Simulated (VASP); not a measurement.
# MgO (Cm) in VASP: a series of runs, part 2 of 2

VASP 6.6.1.

**4. Single point, LDA (atom 1 (Mg) moved by -0.208 Å along [1 1 0] and -0.312 Å along [0 0 1])**

INCAR reads:

```
PREC = Accurate ; ENCUT = 840
EDIFF = 1E-6 ; ISMEAR = 0
SIGMA = 0.05 ; LREAL = False
LASPH = True ; NELM = 120
ALGO = Normal ; ISIF = 2
LWAVE = False ; LCHARG = False
NBANDS = 42 ; GGA_COMPAT = False
```

KPOINTS reads:

```
Automatic mesh
0
Gamma
  6 6 6
```

POSCAR reads:

```
MgO
1.0
    4.1607146133      0.0000000000      0.0000000000
    0.0000000000     -4.1607146133      0.0000000000
    0.0000000000      0.0000000000     -4.1607146133
Mg O
4 4
Direct
   -0.0353492667      1.0353492667      1.0749871186
    0.5000000000      0.5000000000      1.0000000000
    0.5000000000      1.0000000000      0.5000000000
    0.0000000000      0.5000000000      0.5000000000
    0.5000000000      0.0000000000      0.0000000000
    0.0000000000      0.5000000000      0.0000000000
    0.0000000000      0.0000000000      0.5000000000
    0.5000000000      0.5000000000      0.5000000000
```

Potentials or basis: VASP PAW LDA potentials, release 64 (Mg_sv, O).

Run with:

```
> cat potpaw_LDA.64/Mg_sv/POTCAR potpaw_LDA.64/O/POTCAR > POTCAR
> mpirun -np 1 vasp_std > vasp.out
```

OUTCAR:

```text
PREC = Accurate
   ENCUT = 840
   EDIFF = 1E-6
   ISMEAR = 0
   LREAL = False
   LASPH = True
   NELM = 120
   ISIF = 2

 ion  position               nearest neighbor table
   1  0.965  0.035  0.075-   7 1.78   6 1.96   5 1.96
   2  0.500  0.500  0.000-   5 2.08   6 2.08   8 2.08   8 2.08   5 2.08   6 2.08
   3  0.500  0.000  0.500-   5 2.08   7 2.08   8 2.08   5 2.08   8 2.08   7 2.08
   4  0.000  0.500  0.500-   6 2.08   7 2.08   8 2.08   6 2.08   7 2.08   8 2.08
   5  0.500  0.000  0.000-   1 1.96   2 2.08   3 2.08   3 2.08   2 2.08
   6  0.000  0.500  0.000-   1 1.96   2 2.08   4 2.08   4 2.08   2 2.08
   7  0.000  0.000  0.500-   1 1.78   3 2.08   4 2.08   4 2.08   3 2.08
   8  0.500  0.500  0.500-   2 2.08   3 2.08   4 2.08   2 2.08   3 2.08   4 2.08
[... 1292 lines left out ...]
  in kB       25.7462560     25.7462560    104.2442580     -1.0095623     -5.1874290     -5.1874276
  external PRESSURE =      51.9122567 kB  Pullay stress =       0.0000000 kB

 VOLUME and BASIS-vectors are now :
 -----------------------------------------------------------------------------
  energy-cutoff  :      840.00
  volume of cell :       72.03
      direct lattice vectors                 reciprocal lattice vectors
     4.160714613  0.000000000  0.000000000     0.240343329  0.000000000  0.000000000
     0.000000000 -4.160714613  0.000000000     0.000000000 -0.240343329  0.000000000
     0.000000000  0.000000000 -4.160714613     0.000000000  0.000000000 -0.240343329

 POSITION                                       TOTAL-FORCE (eV/Angst)
 -----------------------------------------------------------------------------------
      4.01364     -0.14708     -0.31200         1.351301      1.351301      4.496697
      2.08036     -2.08036      0.00000        -0.401374     -0.401374      0.264596
      2.08036      0.00000     -2.08036        -0.494395      0.147518     -0.892967
      0.00000     -2.08036     -2.08036         0.147518     -0.494395     -0.892967
      2.08036      0.00000      0.00000        -0.414470     -0.197210     -0.438973
      0.00000     -2.08036      0.00000        -0.197210     -0.414470     -0.438973
      0.00000      0.00000     -2.08036        -0.047963     -0.047963     -2.198833
      2.08036     -2.08036     -2.08036         0.056593      0.056593      0.101420
 -----------------------------------------------------------------------------------
    total drift:                               -0.000329     -0.000329     -0.000311

  FREE ENERGIE OF THE ION-ELECTRON SYSTEM (eV)
  ---------------------------------------------------
  free  energy   TOTEN  =       -52.1080122084 eV

  energy  without entropy=      -52.1080122084  energy(sigma->0) =      -52.10801221
```

OSZICAR:

```text
N       E                     dE             d eps       ncg     rms          rms(c)
DAV:   1     0.990793478619E+03    0.99079E+03   -0.51675E+04  5712   0.255E+03
DAV:   2     0.331961025074E+02   -0.95760E+03   -0.92156E+03  6186   0.720E+02
DAV:   3    -0.481390508059E+02   -0.81335E+02   -0.80579E+02  8042   0.179E+02
DAV:   4    -0.585517034830E+02   -0.10413E+02   -0.10339E+02  8492   0.513E+01
DAV:   5    -0.588556443395E+02   -0.30394E+00   -0.30382E+00  7062   0.826E+00    0.171E+01
DAV:   6    -0.523265976764E+02    0.65290E+01   -0.19760E+01  6962   0.226E+01    0.569E+00
DAV:   7    -0.522189648868E+02    0.10763E+00   -0.11361E+00  6792   0.557E+00    0.322E+00
DAV:   8    -0.521136604300E+02    0.10530E+00   -0.20352E-01  7146   0.310E+00    0.505E-01
DAV:   9    -0.521076925746E+02    0.59679E-02   -0.27390E-02  6886   0.963E-01    0.160E-01
DAV:  10    -0.521080176412E+02   -0.32507E-03   -0.27753E-03  7534   0.264E-01    0.980E-02
DAV:  11    -0.521080226100E+02   -0.49688E-05   -0.16153E-04  7614   0.919E-02    0.349E-02
DAV:  12    -0.521080127940E+02    0.98160E-05   -0.58354E-05  6764   0.474E-02    0.901E-03
DAV:  13    -0.521080122084E+02    0.58561E-06   -0.39875E-06  5680   0.141E-02
   1 F= -.52108012E+02 E0= -.52108012E+02  d E =-.501777E-28
```

stdout:

```text
POSCAR found type information on POSCAR MgO
 POSCAR found :  2 types and       8 ions
 scaLAPACK will be used
 LDA part: xc-table for (Slater(with rela. corr.)+CA(PZ))
 , standard interpolation
 POSCAR, INCAR and KPOINTS ok, starting setup
 FFT: planning ... GRIDC
 FFT: planning ... GRID_SOFT
 FFT: planning ... GRID
 WAVECAR not read
 entering main loop
```

Run time: 3.3 min. Hardware: 1 thread of Intel Xeon Platinum 8488C (Sapphire Rapids), shared host; peak memory 0.4 GiB.

Results:

| Property | Result |
| --- | --- |
| Free energy | -52.1080 eV |
| Pressure | 5.2 GPa |
| Largest force | 4.886 eV/Å |
| Band gap on the k mesh | 4.99 eV |

Forces on the atoms (eV/Å):
```
Mg   1.351  1.351  4.497
Mg  -0.401 -0.401  0.265
Mg  -0.494  0.148 -0.893
Mg   0.148 -0.494 -0.893
O   -0.414 -0.197 -0.439
O   -0.197 -0.414 -0.439
O   -0.048 -0.048 -2.199
O    0.057  0.057  0.101
```

Levels at points of the mesh, in eV from the valence-band top:
```
           k point  band 29  band 30  band 31  band 32  band 33  band 34  band 35  band 36
(0.00, 0.00, 0.00)    -1.37    -0.05    -0.04     0.00     4.99     8.79     9.00     9.02
(0.50, 0.00, 0.00)    -0.85    -0.79    -0.78    -0.75     8.22     8.37    10.63    11.05
(0.00, 0.00, 0.50)    -0.89    -0.89    -0.72    -0.68     8.06     8.41    10.51    11.33
(0.50, 0.50, 0.00)    -0.82    -0.81    -0.68    -0.53     9.45     9.62     9.68     9.80
(0.00, 0.50, 0.50)    -0.80    -0.74    -0.71    -0.59     9.35     9.55     9.72     9.89
(0.50, 0.50, 0.50)    -0.72    -0.68    -0.61    -0.53     7.82     7.94     8.01     8.05
```

Caveat: the cell differs from its parent crystal (atom 1 (Mg) moved by -0.208 Å along [1 1 0] and -0.312 Å along [0 0 1]); the stress differs along the axes, from 3 to 10 GPa; forces of over 1 eV/Å act on the atoms, so gaps and moduli don't describe the material at rest.

**5. Single point, LDA (atom 1 (Mg) moved by -0.104 Å along [1 1 0] and -0.104 Å along [0 0 1])**

INCAR reads:

```
PREC = Accurate
ENCUT = 840
EDIFF = 1E-6
ISMEAR = 0
SIGMA = 0.05
LREAL = False
LASPH = True
NELM = 120
ALGO = Normal
ISIF = 2
LWAVE = False
LCHARG = True
GGA = CA
LELF = True
LVHAR = True
NBANDS = 42
GGA_COMPAT = False
```

KPOINTS is that of step 4.

POSCAR, as its differences from that of step 4:

```diff
@@ -8,3 +8,3 @@
 Direct
-   -0.0353492667      1.0353492667      1.0749871186
+   -0.0176746333      1.0176746333      1.0249957062
     0.5000000000      0.5000000000      1.0000000000
```

Potentials or basis: VASP PAW LDA potentials, release 64 (Mg_sv, O).

Run with:

```
> cat potpaw_LDA.64/Mg_sv/POTCAR potpaw_LDA.64/O/POTCAR > POTCAR
> mpirun -np 1 vasp_std > vasp.out
```

OUTCAR:

```text
PREC = Accurate
   ENCUT = 840
   EDIFF = 1E-6
   ISMEAR = 0
   LREAL = False
   LASPH = True
   NELM = 120
   ISIF = 2
   GGA = CA

 ion  position               nearest neighbor table
   1  0.982  0.018  0.025-   7 1.98   6 2.01   5 2.01
   2  0.500  0.500  0.000-   5 2.08   6 2.08   8 2.08   8 2.08   5 2.08   6 2.08
   3  0.500  0.000  0.500-   5 2.08   7 2.08   8 2.08   5 2.08   8 2.08   7 2.08
   4  0.000  0.500  0.500-   6 2.08   7 2.08   8 2.08   6 2.08   7 2.08   8 2.08
   5  0.500  0.000  0.000-   1 2.01   2 2.08   3 2.08   3 2.08   2 2.08
   6  0.000  0.500  0.000-   1 2.01   2 2.08   4 2.08   4 2.08   2 2.08
   7  0.000  0.000  0.500-   1 1.98   3 2.08   4 2.08   4 2.08   3 2.08
   8  0.500  0.500  0.500-   2 2.08   3 2.08   4 2.08   2 2.08   3 2.08   4 2.08

  LATTYP: Found a simple cubic cell.
 ALAT       =     4.1607146133

  Lattice vectors:

 A1 = (   4.1607146133,   0.0000000000,   0.0000000000)
 A2 = (   0.0000000000,  -4.1607146133,   0.0000000000)
 A3 = (   0.0000000000,   0.0000000000,  -4.1607146133)

Analysis of symmetry for initial positions (statically):
[... 190 lines left out ...]
 Fermi energy:         3.1195972253

 k-point     1 :       0.0000    0.0000    0.0000
  band No.  band energies     occupation
      1     -68.3742      2.00000
      2     -68.3631      2.00000
      3     -68.3584      2.00000
      4     -68.3331      2.00000
      5     -35.9202      2.00000
      6     -35.9168      2.00000
[... 1069 lines left out ...]
     41      15.5965      0.00000
     42      16.5206      0.00000

 [... further k-points ...]

------------------------ aborting loop because EDIFF is reached ----------------------------------------

  FORCE on cell =-STRESS in cart. coord.  units (eV):
  Direction    XX          YY          ZZ          XY          YZ          ZX
  --------------------------------------------------------------------------------------
  -------------------------------------------------------------------------------------
  Total        0.4412889      0.4412889      0.6724691     -0.0103328     -0.0161435     -0.0161435
  in kB        9.8158921      9.8158921     14.9581923     -0.2298392     -0.3590917     -0.3590902
  external PRESSURE =      11.5299922 kB  Pullay stress =       0.0000000 kB

 VOLUME and BASIS-vectors are now :
 -----------------------------------------------------------------------------
  energy-cutoff  :      840.00
  volume of cell :       72.03
      direct lattice vectors                 reciprocal lattice vectors
     4.160714613  0.000000000  0.000000000     0.240343329  0.000000000  0.000000000
     0.000000000 -4.160714613  0.000000000     0.000000000 -0.240343329  0.000000000
     0.000000000  0.000000000 -4.160714613     0.000000000  0.000000000 -0.240343329

 POSITION                                       TOTAL-FORCE (eV/Angst)
 -----------------------------------------------------------------------------------
      4.08718     -0.07354     -0.10400         0.782193      0.782193      1.142187
      2.08036     -2.08036      0.00000        -0.202046     -0.202046      0.087021
      2.08036      0.00000     -2.08036        -0.205329      0.062313     -0.286749
      0.00000     -2.08036     -2.08036         0.062313     -0.205329     -0.286749
      2.08036      0.00000      0.00000        -0.249988     -0.107072     -0.151908
      0.00000     -2.08036      0.00000        -0.107072     -0.249988     -0.151908
      0.00000      0.00000     -2.08036        -0.103105     -0.103105     -0.384075
      2.08036     -2.08036     -2.08036         0.023033      0.023033      0.032180
 -----------------------------------------------------------------------------------
    total drift:                                0.000299      0.000299      0.000307

  FREE ENERGIE OF THE ION-ELECTRON SYSTEM (eV)
  ---------------------------------------------------
  free  energy   TOTEN  =       -52.8176995138 eV

  energy  without entropy=      -52.8176995138  energy(sigma->0) =      -52.81769951
```

stdout:

```text
POSCAR found type information on POSCAR MgO
 POSCAR found :  2 types and       8 ions
 scaLAPACK will be used
 LDA part: xc-table for (Slater(with rela. corr.)+CA(PZ))
 , standard interpolation
 POSCAR, INCAR and KPOINTS ok, starting setup
 FFT: planning ... GRIDC
 FFT: planning ... GRID_SOFT
 FFT: planning ... GRID
 WAVECAR not read
 entering main loop
```

Wall time 8.5 min (1 thread of AMD EPYC 7R43 (Zen 3), shared host); peak memory 0.36 GiB.

What came out:

| Quantity | Value |
| --- | --- |
| Free energy | -52.8177 eV |
| Pressure | 1.2 GPa |
| Largest force | 1.590 eV/Å |
| Band gap on the k mesh | 5.03 eV |

Forces on the atoms (eV/Å):
```
Mg   0.782  0.782  1.142
Mg  -0.202 -0.202  0.087
Mg  -0.205  0.062 -0.287
Mg   0.062 -0.205 -0.287
O   -0.250 -0.107 -0.152
O   -0.107 -0.250 -0.152
O   -0.103 -0.103 -0.384
O    0.023  0.023  0.032
```

Levels at points of the mesh, in eV from the valence-band top:
| k point | band 30 | band 31 | band 32 | band 33 | band 34 | band 35 |
| --- | --- | --- | --- | --- | --- | --- |
| (0.00, 0.00, 0.00) | -0.01 | -0.01 | 0.00 | 5.03 | 8.91 | 8.95 |
| (0.50, 0.00, 0.00) | -0.79 | -0.78 | -0.77 | 8.30 | 8.37 | 10.90 |
| (0.00, 0.00, 0.50) | -0.79 | -0.77 | -0.76 | 8.28 | 8.38 | 10.86 |
| (0.50, 0.50, 0.00) | -0.72 | -0.71 | -0.68 | 9.59 | 9.67 | 9.68 |
| (0.00, 0.50, 0.50) | -0.72 | -0.71 | -0.69 | 9.58 | 9.66 | 9.68 |
| (0.50, 0.50, 0.50) | -0.71 | -0.69 | -0.69 | 7.95 | 7.97 | 7.98 |

Caveat: the cell differs from its parent crystal (atom 1 (Mg) moved by -0.104 Å along [1 1 0] and -0.104 Å along [0 0 1]); forces of over 1 eV/Å act on the atoms, so gaps and moduli don't describe the material at rest.

**6. The runs side by side**

```tsv
cell	gap on the mesh (eV)	pressure (GPa)	largest force (eV/Å)
as given, atomic positions A	4.94	8.7	5.68
as given, atomic positions B	4.99	4.9	4.10
as given, atomic positions C	4.99	5.2	4.89
as given, atomic positions D	5.03	1.2	1.59
```

Alike in all rows: task single point; level LDA; potentials or basis VASP PAW LDA potentials, release 64 (Mg_sv, O); no spin polarisation; k mesh 6 × 6 × 6; cutoff (eV) 840; smearing gaussian 0.05 eV.

Caveats: forces of over 1 eV/Å act on the atoms, so gaps and moduli don't describe the material at rest; the cell stands under pressure (at least some runs); the stress differs along the axes, from 3 to 10 GPa (at least some runs).

Absolute energies hang on the potentials; compare differences alone.
